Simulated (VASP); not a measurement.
Runs of VASP 6.6.1 on NbSnSe4. The structure is that of space group P4/mmm (No. 123), or close to it. The cells are those of the table. 

```csv
cell,k mesh,gap on the mesh (eV),pressure (GPa),largest force (eV/Å)
"a = 4.505, b = 4.505, c = 7.137 Å, 6 atoms",3 × 3 × 2,none,(b),-
"a = 4.387, b = 4.387, c = 7.673 Å, 6 atoms",3 × 3 × 2,none,0.5,0.07
"a = 3.939, b = 3.939, c = 10.699 Å, 6 atoms",3 × 3 × 2,none,-0.1,0.01
"a = 7.841, b = 7.841, c = 2.646 Å, 6 atoms",2 × 2 × 3,none,0.4,(a)
```

Alike in all rows: task single point; level PBE; potentials or basis VASP PAW PBE potentials, release 64 (Nb_sv, Sn_d, Se); no spin polarisation; cutoff (eV) 500; smearing gaussian 0.15 eV.

Task: Estimate the missing entries.

Result: (a) 0.02; (b) 0.0.

Caveats: all runs use coarse meshes; spin-orbit coupling is left out, which moves the levels of the heavy elements.

A k mesh can miss the band edges, and the runs leave out spin-orbit coupling on Nb, Se, Sn.

A gap of «none» marks levels without a gap at the run's occupations.
